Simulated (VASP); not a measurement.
# CdSe (Fm-3m) in VASP: a series of runs

Aim: see how the results for CdSe move with the level of theory and the settings. Levels: HSE06, B3LYP. Tasks: single point.

Everything below comes from runs of VASP 6.6.1. Logs are shortened: lines on timing, memory, paths and dates and some standing lists are left out, and cuts for length are marked.

### 1 The cell of the first run

The structure is cubic, space group Fm-3m (No. 225). Conventional cell: a = 5.700 Å, b = 5.700 Å, c = 5.700 Å, α = 90.00°, β = 90.00°, γ = 90.00°. Cd (site symmetry m-3m) has 6 Se at 2.85 Å within 3.8 Å. Se (site symmetry m-3m) has 6 Cd at 2.85 Å within 3.8 Å.

### 2 Single point, HSE06

The input, POSCAR:

```
CdSe
1.0
    0.0000000000      2.8498023953      2.8498023953
    2.8498023953      0.0000000000      2.8498023953
    2.8498023953      2.8498023953      0.0000000000
Cd Se
1 1
Direct
    0.0000000000      0.0000000000      0.0000000000
    0.5000000000      0.5000000000      0.5000000000
```

The input, INCAR.step1:

```
SYSTEM = CdSe
ALGO = Normal
EDIFF = 1E-5
ENCUT = 520
GGA = PE
ISIF = 2
ISMEAR = -1
LASPH = .True.
LREAL = .False.
LWAVE = .True.
NBANDS = 16
NELM = 100
PREC = Accurate
SIGMA = 0.05
```

The input, INCAR.step2:

```
SYSTEM = CdSe
ALGO = Normal
EDIFF = 1E-6
ENCUT = 520
GGA = PE
HFSCREEN = 0.2079
ISIF = 2
ISMEAR = -1
ISTART = 1
LASPH = .True.
LCHARG = .True.
LELF = .True.
LHFCALC = .True.
LREAL = .False.
LVHAR = .True.
LWAVE = .False.
NBANDS = 16
NELM = 100
PREC = Accurate
PRECFOCK = Normal
SIGMA = 0.05
```

The input, KPOINTS:

```
k-points
0
Gamma
  4 4 4
  0 0 0
```

Potentials or basis: VASP PAW PBE potentials, release 64 (Cd, Se).

Command:

```
> cat potpaw_PBE.64/Cd/POTCAR potpaw_PBE.64/Se/POTCAR > POTCAR
> cp INCAR.step1 INCAR
> mpirun -np 1 vasp_std > vasp.out
> cp INCAR.step2 INCAR
> mpirun -np 1 vasp_std > vasp.out
```

OUTCAR:

```text
SYSTEM = CdSe
   EDIFF = 1E-6
   ENCUT = 520
   GGA = PE
   HFSCREEN = 0.2079
   ISIF = 2
   ISMEAR = -1
   ISTART = 1
   LASPH = .True.
   LHFCALC = .True.
   LREAL = .False.
   NELM = 100
   PREC = Accurate
   PRECFOCK = Normal

 ion  position               nearest neighbor table
   1  0.000  0.000  0.000-   2 2.85   2 2.85   2 2.85   2 2.85   2 2.85   2 2.85
   2  0.500  0.500  0.500-   1 2.85   1 2.85   1 2.85   1 2.85   1 2.85   1 2.85

  LATTYP: Found a face centered cubic cell.
 ALAT       =     5.6996047906

  Lattice vectors:

 A1 = (   0.0000000000,   2.8498023953,   2.8498023953)
 A2 = (   2.8498023953,   0.0000000000,   2.8498023953)
 A3 = (   2.8498023953,   2.8498023953,   0.0000000000)

Analysis of symmetry for initial positions (statically):
=====================================================================
 Subroutine PRICEL returns:
 Original cell was already a primitive cell.

 Routine SETGRP: Setting up the symmetry group for a
 face centered cubic supercell.

 Subroutine GETGRP returns: Found 48 space group operations
 (whereof 48 operations were pure point group operations)
 out of a pool of 48 trial point group operations.

The static configuration has the point symmetry O_h .

Analysis of symmetry for dynamics (positions and initial velocities):
=====================================================================
 Subroutine PRICEL returns:
 Original cell was already a primitive cell.

 Routine SETGRP: Setting up the symmetry group for a
 face centered cubic supercell.

 Subroutine GETGRP returns: Found 48 space group operations
 (whereof 48 operations were pure point group operations)
 out of a pool of 48 trial point group operations.

The dynamic configuration has the point symmetry O_h .

 Subroutine INISYM returns: Found 48 space group operations
 (whereof 48 operations are pure point group operations),
 and found     1 'primitive' translations

----------------------------------------------------------------------------------------

                                     Primitive cell

  volume of cell :      46.2886

  direct lattice vectors                    reciprocal lattice vectors
     0.000000000  2.849802395  2.849802395    -0.175450761  0.175450761  0.175450761
     2.849802395  0.000000000  2.849802395     0.175450761 -0.175450761  0.175450761
     2.849802395  2.849802395  0.000000000     0.175450761  0.175450761 -0.175450761

  length of vectors
     4.030229198  4.030229198  4.030229198     0.303889633  0.303889633  0.303889633

  position of ions in fractional coordinates (direct lattice)
     0.000000000  0.000000000  0.000000000
     0.500000000  0.500000000  0.500000000

  ion indices of the primitive-cell ions
   primitive index   ion index
                 1           1
                 2           2

----------------------------------------------------------------------------------------

 KPOINTS: k-points

Automatic generation of k-mesh.
 Grid dimensions read from file:
 generate k-points for:    4    4    4

 Generating k-lattice:

  Cartesian coordinates                     Fractional coordinates (reciprocal lattice)
    -0.043862690  0.043862690  0.043862690     0.250000000  0.000000000  0.000000000
     0.043862690 -0.043862690  0.043862690     0.000000000  0.250000000  0.000000000
     0.043862690  0.043862690 -0.043862690     0.000000000  0.000000000  0.250000000

  Length of vectors
     0.075972408  0.075972408  0.075972408

  Shift w.r.t. Gamma in fractional coordinates (k-lattice)
     0.000000000  0.000000000  0.000000000

 Subroutine IBZKPT returns following result:
 ===========================================

 Found      8 irreducible k-points:

 Following reciprocal coordinates:
            Coordinates               Weight
  0.000000  0.000000  0.000000      1.000000
  0.250000  0.000000  0.000000      8.000000
  0.500000  0.000000  0.000000      4.000000
  0.250000  0.250000  0.000000      6.000000
  0.500000  0.250000  0.000000     24.000000
 -0.250000  0.250000  0.000000     12.000000
  0.500000  0.500000  0.000000      3.000000
 -0.250000  0.500000  0.250000      6.000000
   k-points           NKPTS =      8   k-points in BZ     NKDIM =     64   number of bands    NBANDS=     16
   number of dos      NEDOS =    301   number of ions     NIONS =      2
   total plane-waves  NPLWV =  27000
   dimension x,y,z NGX =    30 NGY =   30 NGZ =   30
   dimension x,y,z NGXF=    60 NGYF=   60 NGZF=   60
   ions per type =               1   1
   NGX,Y,Z   is equivalent  to a cutoff of  12.37, 12.37, 12.37 a.u.
   NGXF,Y,Z  is equivalent  to a cutoff of  24.75, 24.75, 24.75 a.u.
 SYSTEM =  CdSe
   PREC   = accura    normal or accurate (medium, high low for compatibility)
   ISTART =      1    job   : 0-new  1-cont  2-samecut
   ICHARG =      0    charge: 1-file 2-atom 10-const
   ISPIN  =      1    spin polarized calculation?
   LNONCOLLINEAR =      F non collinear calculations
   LSORBIT =      F    spin-orbit coupling
   LASPH  =      T    aspherical Exc in radial PAW
   ENCUT  =  520.0 eV  38.22 Ry    6.18 a.u.   7.49  7.49  7.49*2*pi/ulx,y,z
   NELM   =    100;   NELMIN=  2; NELMDL=  0     # of ELM steps
   EDIFF  = 0.1E-05   stopping-criterion for ELM
   LREAL  =      F    real-space projection
   EDIFFG = 0.1E-04   stopping-criterion for IOM
   NSW    =      0    number of steps for IOM
   IBRION =     -1    ionic relax: 0-MD 1-quasi-New 2-CG
   NFREE  =      0    steps in history (QN), initial steepest desc. (CG)
   ISIF   =      2    stress and relaxation
   ISYM   =      3    0-nonsym 1-usesym 2-fastsym
   POTIM  = 0.5000    time-step for ionic-motion
   TEBEG  =    0.0;   TEEND  =   0.0 temperature during run
   PSTRESS=    0.0 pullay stress
   NELECT =      18.0000    total number of electrons
   NUPDOWN=      -1.0000    fix difference up-down
   EMIN   =  10.00;   EMAX   =-10.00  energy-range for DOS
   EFERMI =   0.00;   METHOD = LEGACY
   ISMEAR =    -1;   SIGMA  =   0.05  broadening in eV -4-tet -1-fermi 0-gaus
   EFERMI_NEDOS =   21; number of points for ismear=-14 and -15
   IALGO  =     38    algorithm
   IMIX   =      1    mixing-type and parameters
     AMIX     =   0.40;   BMIX     =  1.00
     AMIX_MAG =   1.60;   BMIX_MAG =  1.00
  volume/ion in A,a.u.               =      23.14       156.19
  Fermi-wavevector in a.u.,A,eV,Ry     =   1.194926  2.258082 19.427045  1.427848
  Thomas-Fermi vector in A             =   2.330904
   LORBIT       =      0    0 simple, 1 ext, 2 COOP (PROOUT), +10 PAW based schemes
   GGA     = PE    functional components
   LHFCALC =     T    Hartree Fock is set to
   PRECFOCK=normal    Normal, Fast or Accurate (Low or Medium for compatibility)
   ENCUT4O =  -1.0   cutoff for four orbital integrals eV
   NKREDX  =     1    reduce k-point grid by
   NKREDY  =     1    reduce k-point grid by
   NKREDZ  =     1    reduce k-point grid by
   AEXX    =    0.2500 exact exchange contribution
   HFSCREEN=    0.2079 screening length (either q_TF or 0.3 A-1)
   HFSCREENC=   0.2079 screening length for correlation (either q_TF or 0.3 A-1)
   ENCUTFOCK=  -1.0 apply spherical cutoff to Coloumb kernel
   IVDW    =     0    specifies the selected vdW correction
   LEPSILON=     F    determine dielectric tensor
   LRPA    =     F    only Hartree local field effects (RPA)
 non-spin polarized calculation
  energy-cutoff  :      520.00
  volume of cell :       46.29
 maximum number of plane-waves:      1283
 NGX is ok and might be reduce to    30
  NGX = 24; NGY = 24; NGZ = 24

 number of electron      18.0000001 magnetization

 Free energy of the ion-electron system (eV)
  ---------------------------------------------------
  ext. energy  EPLUGINS =         0.00000000
  ---------------------------------------------------
  free energy    TOTEN  =        -6.44491035 eV

  energy without entropy =       -6.44339880  energy(sigma->0) =       -6.44415458

 E-fermi :   2.1353     XC(G=0):  -8.3671

 val. band max:        1.9103094233   @ k =   0.5000   0.0000   0.0000
 cond. band min:       2.3062563526   @ k =   0.5000   0.5000   0.0000
 fundamental gap:      0.3959469293
 Fermi energy:         2.1352857164

 k-point     1 :       0.0000    0.0000    0.0000
  band No.  band energies     occupation
      1     -12.2305      2.00000
      2      -7.3896      2.00000
      3      -7.3896      2.00000
      4      -7.3522      2.00000
      5      -7.3522      2.00000
      6      -7.3522      2.00000
[... 8 lines left out ...]
     15      13.2064      0.00000
     16      13.2064      0.00000

 k-point     2 :       0.2500    0.0000    0.0000
  band No.  band energies     occupation
      1     -11.7501      2.00000
      2      -7.5013      2.00000
      3      -7.5013      2.00000
      4      -7.3912      2.00000
      5      -7.2853      2.00000
      6      -7.2853      2.00000
[... 8 lines left out ...]
     15      13.3045      0.00000
     16      13.3045      0.00000

 k-point     3 :       0.5000    0.0000    0.0000
  band No.  band energies     occupation
      1     -11.1382      2.00000
      2      -7.6126      2.00000
      3      -7.6126      2.00000
      4      -7.4836      2.00000
      5      -7.2130      2.00000
      6      -7.2130      2.00000
[... 8 lines left out ...]
     15      16.1569      0.00000
     16      16.1569      0.00000

 k-point     4 :       0.2500    0.2500    0.0000
  band No.  band energies     occupation
      1     -11.6925      2.00000
      2      -7.4466      2.00000
      3      -7.4054      2.00000
      4      -7.3512      2.00000
      5      -7.2707      2.00000
      6      -7.2707      2.00000
[... 8 lines left out ...]
     15      15.7802      0.00000
     16      16.7497      0.00000

 k-point     5 :       0.5000    0.2500    0.0000
  band No.  band energies     occupation
      1     -11.2614      2.00000
      2      -7.4651      2.00000
      3      -7.4161      2.00000
      4      -7.3015      2.00000
      5      -7.1929      2.00000
      6      -7.0704      2.00000
[... 8 lines left out ...]
     15      16.7049      0.00000
     16      17.2156      0.00000

 k-point     6 :      -0.2500    0.2500    0.0000
  band No.  band energies     occupation
      1     -11.3107      2.00000
      2      -7.5724      2.00000
      3      -7.4657      2.00000
      4      -7.3578      2.00000
      5      -7.2486      2.00000
      6      -7.1520      2.00000
[... 8 lines left out ...]
     15      16.0365      0.00000
     16      16.1910      0.00000

 k-point     7 :       0.5000    0.5000    0.0000
  band No.  band energies     occupation
      1     -11.3626      2.00000
      2      -7.4587      2.00000
      3      -7.3125      2.00000
      4      -7.1595      2.00000
      5      -7.1595      2.00000
      6      -6.5267      2.00000
[... 8 lines left out ...]
     15      17.7621      0.00000
     16      18.2635      0.00000

 k-point     8 :      -0.2500    0.5000    0.2500
  band No.  band energies     occupation
      1     -11.2184      2.00000
      2      -7.4893      2.00000
      3      -7.3389      2.00000
      4      -7.3389      2.00000
      5      -7.1594      2.00000
      6      -6.7004      2.00000
[... 8 lines left out ...]
     15      15.4642      0.00000
     16      18.2697      0.00000

------------------------ aborting loop because EDIFF is reached ----------------------------------------

  FORCE on cell =-STRESS in cart. coord.  units (eV):
  Direction    XX          YY          ZZ          XY          YZ          ZX
  --------------------------------------------------------------------------------------
  -------------------------------------------------------------------------------------
  Total        0.0614783      0.0614783      0.0614783      0.0000000      0.0000000     -0.0000000
  in kB        2.1279336      2.1279336      2.1279336      0.0000000      0.0000000     -0.0000000
  external PRESSURE =       2.1279336 kB  Pullay stress =       0.0000000 kB

 VOLUME and BASIS-vectors are now :
 -----------------------------------------------------------------------------
  energy-cutoff  :      520.00
  volume of cell :       46.29
      direct lattice vectors                 reciprocal lattice vectors
     0.000000000  2.849802395  2.849802395    -0.175450761  0.175450761  0.175450761
     2.849802395  0.000000000  2.849802395     0.175450761 -0.175450761  0.175450761
     2.849802395  2.849802395  0.000000000     0.175450761  0.175450761 -0.175450761

 POSITION                                       TOTAL-FORCE (eV/Angst)
 -----------------------------------------------------------------------------------
      0.00000      0.00000      0.00000        -0.000000     -0.000000     -0.000000
      2.84980      2.84980      2.84980         0.000000      0.000000      0.000000
 -----------------------------------------------------------------------------------
    total drift:                                0.000000      0.000000      0.000000

  FREE ENERGIE OF THE ION-ELECTRON SYSTEM (eV)
  ---------------------------------------------------
  free  energy   TOTEN  =        -6.4449103496 eV

  energy  without entropy=       -6.4433988031  energy(sigma->0) =       -6.44415458
```

It took 14 min on 1 thread of AMD EPYC 7R13, shared host; peak memory 0.25 GiB.

What came out:

| Property | Result |
| --- | --- |
| Free energy | -6.4449 eV |
| Pressure | 0.2 GPa |
| Band gap on the k mesh | 0.40 eV (least direct gap 1.74 eV) |

Levels at points of the mesh, in eV from the valence-band top:
```
           k point  band 7  band 8  band 9  band 10  band 11  band 12
(0.00, 0.00, 0.00)   -0.59   -0.59   -0.59     1.16     9.68     9.68
(0.50, 0.00, 0.00)   -5.42    0.00    0.00     3.89     6.27     6.27
(0.50, 0.50, 0.00)   -4.52   -2.22   -2.22     0.40     6.25    11.27
```

Caveat: the k points lie up to 0.48 Å⁻¹ apart; the PAW data sets were made with another functional, which shifts forces and pressure a little. A k mesh can miss the band edges.

### 3 Single point, B3LYP

This run uses another cell than the first one, of 24.41 Å³/atom.

The input, POSCAR:

```
CdSe
1.0
    0.0000000000      2.9009147822      2.9009147822
    2.9009147822      0.0000000000      2.9009147822
    2.9009147822      2.9009147822      0.0000000000
Cd Se
1 1
Direct
    0.0000000000      0.0000000000      0.0000000000
    0.5000000000      0.5000000000      0.5000000000
```

The input, INCAR.step1:

```
ALGO     = Normal         # electronic algorithm
EDIFF    = 1E-5           # SCF threshold, eV
ENCUT    = 520            # plane-wave cutoff, eV
GGA      = PE             # functional
ISIF     = 2              # what is computed and relaxed
ISMEAR   = -1             # smearing method
LASPH    = T              # aspherical terms in the spheres
LCHARG   = F              # write CHGCAR
LREAL    = F              # projectors in reciprocal space
LWAVE    = T              # write WAVECAR
NBANDS   = 16             # bands
NELM     = 60             # most SCF steps
PREC     = Accurate       # precision mode
SIGMA    = 0.05           # smearing width, eV
```

The input, INCAR.step2:

```
AEXX     = 0.2            # exact-exchange fraction
AGGAC    = 0.81         
AGGAX    = 0.72         
ALDAC    = 0.19         
ALGO     = Normal         # electronic algorithm
EDIFF    = 1E-6           # SCF threshold, eV
ENCUT    = 520            # plane-wave cutoff, eV
GGA      = B3             # functional
ISIF     = 2              # what is computed and relaxed
ISMEAR   = -1             # smearing method
ISTART   = 1            
LASPH    = T              # aspherical terms in the spheres
LCHARG   = F              # write CHGCAR
LHFCALC  = T              # exact exchange
LREAL    = F              # projectors in reciprocal space
LWAVE    = F              # write WAVECAR
NBANDS   = 16             # bands
NELM     = 60             # most SCF steps
PREC     = Accurate       # precision mode
PRECFOCK = Normal       
SIGMA    = 0.05           # smearing width, eV
```

The input, KPOINTS:

```
k-points
0
Gamma
  4 4 4
```

Potentials or basis: VASP PAW PBE potentials, release 64 (Cd, Se).

Command:

```
> cat potpaw_PBE.64/Cd/POTCAR potpaw_PBE.64/Se/POTCAR > POTCAR
> cp INCAR.step1 INCAR
> mpirun -np 1 vasp_std > vasp.out
> cp INCAR.step2 INCAR
> mpirun -np 1 vasp_std > vasp.out
```

It took 9.5 min on 1 thread of AMD EPYC 7R13, shared host; peak memory 0.16 GiB.

The run converged. Its results:

```
Free energy            : -5.6594 eV
Pressure               : 0.2 GPa
Band gap on the k mesh : 0.66 eV (least direct gap 1.75 eV)
```

Levels at points of the mesh, in eV from the valence-band top:
```
           k point  band 6  band 7  band 8  band 9  band 10  band 11  band 12  band 13
(0.00, 0.00, 0.00)   -9.08   -0.52   -0.52   -0.52     1.24    10.24    10.24    10.24
(0.50, 0.00, 0.00)   -8.97   -5.08    0.00    0.00     4.50     6.69     6.69     7.26
(0.50, 0.50, 0.00)   -8.40   -4.04   -1.98   -1.98     0.66     7.07    11.31    11.80
```

Caveat: the k points lie up to 0.47 Å⁻¹ apart; the PAW data sets were made with another functional, which shifts forces and pressure a little. A k mesh can miss the band edges.
